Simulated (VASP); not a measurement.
# WS2: single point with PBEsol

System: WS2, a slab with vacuum.

```
CELL_PARAMETERS angstrom
3.14588 0.00000 0.00000
-1.57294 2.72441 0.00000
0.00000 0.00000 23.92097
ATOMIC_POSITIONS crystal
W 0.33333 0.66667 0.63458
W 0.66667 0.33333 0.36542
S 0.33333 0.66667 0.29895
S 0.66667 0.33333 0.56805
S 0.33333 0.66667 0.43195
S 0.66667 0.33333 0.70105
```

This cell differs from its parent crystal: strain +0.0150 x Voigt [0, 0, 1, 0, 0, 0].

| Property | Result |
| --- | --- |
| Program | VASP 6.6.1 |
| Task | single point |
| Functional | PBEsol |
| Potentials or basis | VASP PAW PBE potentials, release 64 (W_sv, S) |
| Cutoff | 520 eV |
| k mesh | 12 × 12 × 2 |
| Occupations | gaussian, width 0.05 eV |
| Spin | no spin polarisation |
| Dipole correction | no |
| Further INCAR settings | ALGO = Normal; EDIFF = 1e-06; NBANDS = 35 |

```json
{"Largest force": "0.445 eV/Å", "Band gap on the k mesh": "1.58 eV (least direct gap 1.97 eV)"}
```

Forces in eV/Å, atoms in the order of the input:
```
W    0.000  0.000  0.000
W    0.000  0.000  0.000
S    0.000  0.000  0.445
S    0.000  0.000  0.437
S    0.000  0.000 -0.437
S    0.000  0.000 -0.445
```

Levels at points of the mesh, in eV from the valence-band top:
```
           k point  band 23  band 24  band 25  band 26  band 27  band 28  band 29  band 30
(0.00, 0.00, 0.00)    -1.62    -1.62    -0.57     0.00     2.81     2.81     2.82     2.82
(0.50, 0.00, 0.00)    -1.31    -1.25    -1.16    -1.12     2.86     2.88     3.15     3.30
(0.00, 0.00, 0.50)    -1.62    -1.62    -0.57     0.00     2.81     2.81     2.82     2.82
(0.50, 0.00, 0.50)    -1.31    -1.25    -1.16    -1.12     2.86     2.88     3.15     3.30
```

Run time: 2.6 min on 1 thread of Intel(R) Xeon(R) 6975P-C (Granite Rapids), with other jobs on the host, peak memory 0.43 GiB.

Caveat: the cell differs from its parent crystal (strain +0.0150 x Voigt [0, 0, 1, 0, 0, 0]); there is no dipole correction, which matters where the two faces differ; the PAW data sets were made with another functional, which shifts forces and pressure a little; spin-orbit coupling is left out, which moves the levels of the heavy elements.
